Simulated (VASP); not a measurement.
# Ti (P6_3/mmc) in VASP: further runs

Ti is run at these levels: PBEsol; tasks: single point.

Program: VASP 6.6.1. These are calculated values, not measurements. Logs are shortened: lines on timing, memory, paths and dates and some standing lists are left out, and cuts for length are marked.

**1. The cell of the first run**

Symmetry: P6_3/mmc, No. 194, hexagonal system. Conventional cell: a = 2.910 Å, b = 2.910 Å, c = 4.623 Å, α = 90.00°, β = 90.00°, γ = 120.00°. Ti (site symmetry -6m2) has 12 Ti at 2.86 to 2.91 Å within 3.8 Å.

**2. Single point, PBEsol (16.95 Å³/atom)**

INCAR

```
ALGO = Normal
EDIFF = 1E-6
ENCUT = 520
GGA = PS
ISIF = 2
ISMEAR = -1
LASPH = True
LCHARG = True
LELF = True
LREAL = False
LVHAR = True
LWAVE = False
NBANDS = 19
NELM = 100
PREC = Accurate
SIGMA = 0.05
```

KPOINTS

```
k-points
0
Gamma
  14 14 8
```

POSCAR

```
Ti
1.0
    2.9101281370      0.0000000000      0.0000000000
   -1.4550640685      2.5202448949      0.0000000000
    0.0000000000      0.0000000000      4.6226679121
Ti
2
Direct
    0.3333333333      0.6666666667      0.2500000000
    0.6666666667      0.3333333333      0.7500000000
```

Potentials or basis: VASP PAW PBE potentials, release 64 (Ti_sv).

Run with:

```bash
> cat potpaw_PBE.64/Ti_sv/POTCAR > POTCAR
> mpirun -np 1 vasp_std > vasp.out
```

OUTCAR:

```text
EDIFF = 1E-6
   ENCUT = 520
   GGA = PS
   ISIF = 2
   ISMEAR = -1
   LASPH = True
   LREAL = False
   NELM = 100
   PREC = Accurate

 ion  position               nearest neighbor table
   1  0.333  0.667  0.250-   2 2.86   2 2.86   2 2.86   2 2.86   2 2.86   2 2.86
   2  0.667  0.333  0.750-   1 2.86   1 2.86   1 2.86   1 2.86   1 2.86   1 2.86

  LATTYP: Found a hexagonal cell.
 ALAT       =     2.9101281370
 C/A-ratio  =     1.5884757284

  Lattice vectors:

 A1 = (   2.9101281370,   0.0000000000,   0.0000000000)
 A2 = (  -1.4550640685,   2.5202448949,   0.0000000000)
 A3 = (   0.0000000000,   0.0000000000,   4.6226679121)

Analysis of symmetry for initial positions (statically):
=====================================================================
 Subroutine PRICEL returns:
 Original cell was already a primitive cell.

 Routine SETGRP: Setting up the symmetry group for a
 hexagonal supercell.

 Subroutine GETGRP returns: Found 24 space group operations
 (whereof 12 operations were pure point group operations)
 out of a pool of 24 trial point group operations.

The static configuration has the point symmetry D_3d.
 The point group associated with its full space group is D_6h.

Analysis of symmetry for dynamics (positions and initial velocities):
=====================================================================
 Subroutine PRICEL returns:
 Original cell was already a primitive cell.

 Routine SETGRP: Setting up the symmetry group for a
 hexagonal supercell.

 Subroutine GETGRP returns: Found 24 space group operations
 (whereof 12 operations were pure point group operations)
 out of a pool of 24 trial point group operations.

The dynamic configuration has the point symmetry D_3d.
 The point group associated with its full space group is D_6h.

 Subroutine INISYM returns: Found 24 space group operations
 (whereof 12 operations are pure point group operations),
 and found     1 'primitive' translations

----------------------------------------------------------------------------------------

                                     Primitive cell

  volume of cell :      33.9037

  direct lattice vectors                    reciprocal lattice vectors
     2.910128137  0.000000000  0.000000000     0.343627481  0.198393418  0.000000000
    -1.455064069  2.520244895  0.000000000     0.000000000  0.396786837  0.000000000
     0.000000000  0.000000000  4.622667912     0.000000000  0.000000000  0.216325295

  length of vectors
     2.910128137  2.910128137  4.622667912     0.396786837  0.396786837  0.216325295

  position of ions in fractional coordinates (direct lattice)
     0.333333333  0.666666667  0.250000000
     0.666666667  0.333333333  0.750000000

  ion indices of the primitive-cell ions
   primitive index   ion index
                 1           1
                 2           2

----------------------------------------------------------------------------------------

 KPOINTS: k-points

Automatic generation of k-mesh.
 Grid dimensions read from file:
 generate k-points for:   14   14    8

 Generating k-lattice:

  Cartesian coordinates                     Fractional coordinates (reciprocal lattice)
     0.024544820  0.014170958  0.000000000     0.071428571  0.000000000  0.000000000
     0.000000000  0.028341917  0.000000000     0.000000000  0.071428571  0.000000000
     0.000000000  0.000000000  0.027040662     0.000000000  0.000000000  0.125000000

  Length of vectors
     0.028341917  0.028341917  0.027040662

  Shift w.r.t. Gamma in fractional coordinates (k-lattice)
     0.000000000  0.000000000  0.000000000

 Subroutine IBZKPT returns following result:
 ===========================================

 Found    120 irreducible k-points:

 Following reciprocal coordinates:
            Coordinates               Weight
  0.000000  0.000000  0.000000      1.000000
  0.071429 -0.000000  0.000000      6.000000
  0.142857 -0.000000  0.000000      6.000000
  0.214286 -0.000000  0.000000      6.000000
  0.285714 -0.000000  0.000000      6.000000
  0.357143 -0.000000  0.000000      6.000000
[... 16 lines left out ...]
  0.285714  0.285714  0.000000      6.000000
  0.357143  0.285714  0.000000      6.000000
 [... further k-points ...]
   k-points           NKPTS =    120   k-points in BZ     NKDIM =    120   number of bands    NBANDS=     19
   number of dos      NEDOS =    301   number of ions     NIONS =      2
   total plane-waves  NPLWV =  20736
   dimension x,y,z NGX =    24 NGY =   24 NGZ =   36
   dimension x,y,z NGXF=    48 NGYF=   48 NGZF=   72
   ions per type =               2
   NGX,Y,Z   is equivalent  to a cutoff of  13.71, 13.71, 12.95 a.u.
   NGXF,Y,Z  is equivalent  to a cutoff of  27.42, 27.42, 25.89 a.u.
 SYSTEM =  unknown system
   PREC   = accura    normal or accurate (medium, high low for compatibility)
   ISTART =      0    job   : 0-new  1-cont  2-samecut
   ICHARG =      2    charge: 1-file 2-atom 10-const
   ISPIN  =      1    spin polarized calculation?
   LNONCOLLINEAR =      F non collinear calculations
   LSORBIT =      F    spin-orbit coupling
   LASPH  =      T    aspherical Exc in radial PAW
   ENCUT  =  520.0 eV  38.22 Ry    6.18 a.u.   5.41  5.41  8.60*2*pi/ulx,y,z
   NELM   =    100;   NELMIN=  2; NELMDL= -5     # of ELM steps
   EDIFF  = 0.1E-05   stopping-criterion for ELM
   LREAL  =      F    real-space projection
   EDIFFG = 0.1E-04   stopping-criterion for IOM
   NSW    =      0    number of steps for IOM
   IBRION =     -1    ionic relax: 0-MD 1-quasi-New 2-CG
   NFREE  =      0    steps in history (QN), initial steepest desc. (CG)
   ISIF   =      2    stress and relaxation
   ISYM   =      2    0-nonsym 1-usesym 2-fastsym
   POTIM  = 0.5000    time-step for ionic-motion
   TEBEG  =    0.0;   TEEND  =   0.0 temperature during run
   PSTRESS=    0.0 pullay stress
   NELECT =      24.0000    total number of electrons
   NUPDOWN=      -1.0000    fix difference up-down
   EMIN   =  10.00;   EMAX   =-10.00  energy-range for DOS
   EFERMI =   0.00;   METHOD = LEGACY
   ISMEAR =    -1;   SIGMA  =   0.05  broadening in eV -4-tet -1-fermi 0-gaus
   EFERMI_NEDOS =   21; number of points for ismear=-14 and -15
   IALGO  =     38    algorithm
   IMIX   =      4    mixing-type and parameters
     AMIX     =   0.40;   BMIX     =  1.00
     AMIX_MAG =   1.60;   BMIX_MAG =  1.00
  volume/ion in A,a.u.               =      16.95       114.40
  Fermi-wavevector in a.u.,A,eV,Ry     =   1.459025  2.757157 28.963455  2.128754
  Thomas-Fermi vector in A             =   2.575641
   LORBIT       =      0    0 simple, 1 ext, 2 COOP (PROOUT), +10 PAW based schemes
   GGA     = PS    functional components
   LHFCALC =     F    Hartree Fock is set to
   AEXX    =    0.0000 exact exchange contribution
   IVDW    =     0    specifies the selected vdW correction
   LEPSILON=     F    determine dielectric tensor
   LRPA    =     F    only Hartree local field effects (RPA)
 non-spin polarized calculation
  energy-cutoff  :      520.00
  volume of cell :       33.90
 maximum number of plane-waves:       935
 NGX is ok and might be reduce to    24
   NGX = 11   NGY = 11   NGZ = 17

 number of electron      23.9999999 magnetization

 Free energy of the ion-electron system (eV)
  ---------------------------------------------------
  ext. energy  EPLUGINS =         0.00000000
  ---------------------------------------------------
  free energy    TOTEN  =       -16.68437337 eV

  energy without entropy =      -16.66823148  energy(sigma->0) =      -16.67630242

 E-fermi :   8.4648     XC(G=0): -11.7519

 val. band max:        8.4439765491   @ k =   0.0000   0.0000   0.3750
 cond. band min:       8.4666529841   @ k =   0.2143   0.2143   0.5000
 fundamental gap:      0.0226764350
 Fermi energy:         8.4647892981

 k-point     1 :       0.0000    0.0000    0.0000
  band No.  band energies     occupation
      1     -48.1216      2.00000
      2     -47.9693      2.00000
      3     -24.8417      2.00000
      4     -24.1377      2.00000
      5     -24.1377      2.00000
      6     -24.0689      2.00000
[... 11 lines left out ...]
     18      10.1407      0.00000
     19      11.7194      0.00000

 k-point     2 :       0.0714   -0.0000    0.0000
  band No.  band energies     occupation
      1     -48.1160      2.00000
      2     -47.9670      2.00000
      3     -24.8294      2.00000
      4     -24.1633      2.00000
      5     -24.1462      2.00000
      6     -24.0740      2.00000
[... 11 lines left out ...]
     18      10.0573      0.00000
     19      11.7642      0.00000

 k-point     3 :       0.1429   -0.0000    0.0000
  band No.  band energies     occupation
      1     -48.0998      2.00000
      2     -47.9607      2.00000
      3     -24.7937      2.00000
      4     -24.2351      2.00000
      5     -24.1694      2.00000
      6     -24.1294      2.00000
[... 11 lines left out ...]
     18      10.1340      0.00000
     19      11.8657      0.00000

 k-point     4 :       0.2143   -0.0000    0.0000
  band No.  band energies     occupation
      1     -48.0756      2.00000
      2     -47.9524      2.00000
      3     -24.7386      2.00000
      4     -24.3399      2.00000
      5     -24.2324      2.00000
      6     -24.2017      2.00000
[... 11 lines left out ...]
     18      10.5492      0.00000
     19      11.9722      0.00000

 k-point     5 :       0.2857   -0.0000    0.0000
  band No.  band energies     occupation
      1     -48.0473      2.00000
      2     -47.9445      2.00000
      3     -24.6701      2.00000
      4     -24.4571      2.00000
      5     -24.3429      2.00000
      6     -24.2363      2.00000
[... 11 lines left out ...]
     18      11.0520      0.00000
     19      12.0563      0.00000

 k-point     6 :       0.3571   -0.0000    0.0000
  band No.  band energies     occupation
      1     -48.0195      2.00000
      2     -47.9396      2.00000
      3     -24.5971      2.00000
      4     -24.5631      2.00000
      5     -24.4395      2.00000
      6     -24.2667      2.00000
[... 11 lines left out ...]
     18      11.5647      0.00000
     19      12.1119      0.00000

 k-point     7 :       0.4286   -0.0000    0.0000
  band No.  band energies     occupation
      1     -47.9977      2.00000
      2     -47.9387      2.00000
      3     -24.6364      2.00000
      4     -24.5338      2.00000
      5     -24.5049      2.00000
      6     -24.2873      2.00000
[... 11 lines left out ...]
     18      12.1422      0.00000
     19      12.2835      0.00000

 k-point     8 :       0.5000   -0.0000    0.0000
  band No.  band energies     occupation
      1     -47.9889      2.00000
      2     -47.9394      2.00000
      3     -24.6625      2.00000
      4     -24.5280      2.00000
      5     -24.5058      2.00000
      6     -24.2946      2.00000
[... 256 lines left out ...]
 k-point    20 :       0.2143    0.2143    0.0000
  band No.  band energies     occupation
      1     -48.0119      2.00000
      2     -47.9387      2.00000
      3     -24.5763      2.00000
      4     -24.5021      2.00000
      5     -24.4728      2.00000
      6     -24.2825      2.00000
[... 11 lines left out ...]
     18      11.9534      0.00000
     19      12.2179      0.00000

 k-point    21 :       0.2857    0.2143    0.0000
  band No.  band energies     occupation
      1     -47.9894      2.00000
      2     -47.9389      2.00000
      3     -24.5622      2.00000
      4     -24.5088      2.00000
      5     -24.4858      2.00000
      6     -24.3393      2.00000
[... 11 lines left out ...]
     18      11.9324      0.00000
     19      12.9037      0.00000

 k-point    22 :       0.3571    0.2143    0.0000
  band No.  band energies     occupation
      1     -47.9737      2.00000
      2     -47.9423      2.00000
      3     -24.5961      2.00000
      4     -24.4749      2.00000
      5     -24.4552      2.00000
      6     -24.3892      2.00000
[... 11 lines left out ...]
     18      11.9252      0.00000
     19      13.5728      0.00000

 k-point    23 :       0.2857    0.2857    0.0000
  band No.  band energies     occupation
      1     -47.9710      2.00000
      2     -47.9431      2.00000
      3     -24.5683      2.00000
      4     -24.4784      2.00000
      5     -24.4457      2.00000
      6     -24.3912      2.00000
[... 11 lines left out ...]
     18      11.9205      0.00000
     19      13.6510      0.00000

 k-point    24 :       0.3571    0.2857    0.0000
  band No.  band energies     occupation
      1     -47.9607      2.00000
      2     -47.9484      2.00000
      3     -24.5696      2.00000
      4     -24.4436      2.00000
      5     -24.4390      2.00000
      6     -24.4042      2.00000
[... 11 lines left out ...]
     18      11.8640      0.00000
     19      14.3127      0.00000

 [... further k-points ...]

------------------------ aborting loop because EDIFF is reached ----------------------------------------

  FORCE on cell =-STRESS in cart. coord.  units (eV):
  Direction    XX          YY          ZZ          XY          YZ          ZX
  --------------------------------------------------------------------------------------
  -------------------------------------------------------------------------------------
  Total       -0.3434212     -0.3434212     -0.4424322     -0.0000000      0.0000000      0.0000000
  in kB      -16.2289394    -16.2289394    -20.9078672     -0.0000000      0.0000000      0.0000000
  external PRESSURE =     -17.7885820 kB  Pullay stress =       0.0000000 kB

 VOLUME and BASIS-vectors are now :
 -----------------------------------------------------------------------------
  energy-cutoff  :      520.00
  volume of cell :       33.90
      direct lattice vectors                 reciprocal lattice vectors
     2.910128137  0.000000000  0.000000000     0.343627481  0.198393418  0.000000000
    -1.455064069  2.520244895  0.000000000     0.000000000  0.396786837  0.000000000
     0.000000000  0.000000000  4.622667912     0.000000000  0.000000000  0.216325295

 POSITION                                       TOTAL-FORCE (eV/Angst)
 -----------------------------------------------------------------------------------
     -0.00000      1.68016      1.15567        -0.000000      0.000000      0.000000
      1.45506      0.84008      3.46700         0.000000      0.000000      0.000000
 -----------------------------------------------------------------------------------
    total drift:                               -0.000000      0.000000     -0.000000

  FREE ENERGIE OF THE ION-ELECTRON SYSTEM (eV)
  ---------------------------------------------------
  free  energy   TOTEN  =       -16.6843733666 eV

  energy  without entropy=      -16.6682314786  energy(sigma->0) =      -16.67630242
```

Wall time 92 s (1 thread of Intel Xeon 8259CL, shared host); peak memory 0.2 GiB.

Results:

* Free energy: -16.6844 eV
* Pressure: -1.8 GPa
* Band gap on the k mesh: zero (bands 12 and 13 overlap by 1.05 eV)

Levels at points of the mesh, in eV from the Fermi level:
```
           k point  band 8  band 9  band 10  band 11  band 12  band 13  band 14  band 15  band 16  band 17
(0.00, 0.00, 0.00)  -32.49   -6.27    -2.76     0.79     0.79     0.82     0.89     1.30     1.30     1.68
(0.50, 0.00, 0.00)  -32.57   -2.38    -2.23    -1.92    -0.58     0.49     0.63     1.20     3.47     3.69
(0.00, 0.00, 0.50)  -32.55   -4.38    -4.38     0.08     0.08     0.70     0.70     0.70     0.70     2.89
(0.50, 0.00, 0.50)  -32.67   -2.62    -2.62    -0.85    -0.85     1.40     1.40     1.78     1.78     3.61
```

Caveat: the PAW data sets were made with another functional, which shifts forces and pressure a little.

**3. Single point, PBEsol (equal xx and yy strain of -2 %)**

INCAR

```
PREC = Accurate
ENCUT = 520
EDIFF = 1E-6
ISMEAR = -1
SIGMA = 0.05
LREAL = False
LASPH = True
NELM = 100
ALGO = Normal
ISIF = 2
LWAVE = False
LCHARG = False
GGA = PS
NBANDS = 19
```

KPOINTS

```
regular mesh
0
Gamma
  14 14 8
```

POSCAR

```
Ti
1.0
    2.8909979032      0.0000000000      0.0000000000
   -1.4454989516      2.5036776264      0.0000000000
    0.0000000000      0.0000000000      4.6860000000
Ti
2
Direct
    0.3333333333      0.6666666667      0.2500000000
    0.6666666667      0.3333333333      0.7500000000
```

Potentials or basis: VASP PAW PBE potentials, release 64 (Ti_sv).

Run with:

```bash
> cat potpaw_PBE.64/Ti_sv/POTCAR > POTCAR
> mpirun -np 1 vasp_std > vasp.out
```

Wall time 86 s (1 thread of Intel Xeon 8259CL, shared host); peak memory 0.2 GiB.

Results (log left out):

```yaml
Free_energy: -16.6797 eV
Pressure: -1.9 GPa
Band_gap_on_the_k_mesh: zero (bands 12 and 13 overlap by 1.03 eV)
```

Stress tensor (GPa, compression positive):
```
-0.96  0.00  0.00
 0.00 -0.96  0.00
 0.00  0.00 -3.68
```

Levels at points of the mesh, in eV from the Fermi level:
| k point | band 10 | band 11 | band 12 | band 13 | band 14 | band 15 |
| --- | --- | --- | --- | --- | --- | --- |
| (0.00, 0.00, 0.00) | -2.76 | 0.64 | 0.77 | 0.82 | 0.82 | 1.30 |
| (0.50, 0.00, 0.00) | -2.22 | -1.93 | -0.50 | 0.56 | 0.60 | 1.13 |
| (0.00, 0.00, 0.50) | -4.42 | 0.00 | 0.00 | 0.76 | 0.76 | 0.76 |
| (0.50, 0.00, 0.50) | -2.61 | -0.88 | -0.88 | 1.43 | 1.43 | 1.84 |

Caveat: the cell differs from its parent crystal (equal xx and yy strain of -2 %); the PAW data sets were made with another functional, which shifts forces and pressure a little.

The gap in the log of VASP goes by the Fermi energy; the results here count the filled bands.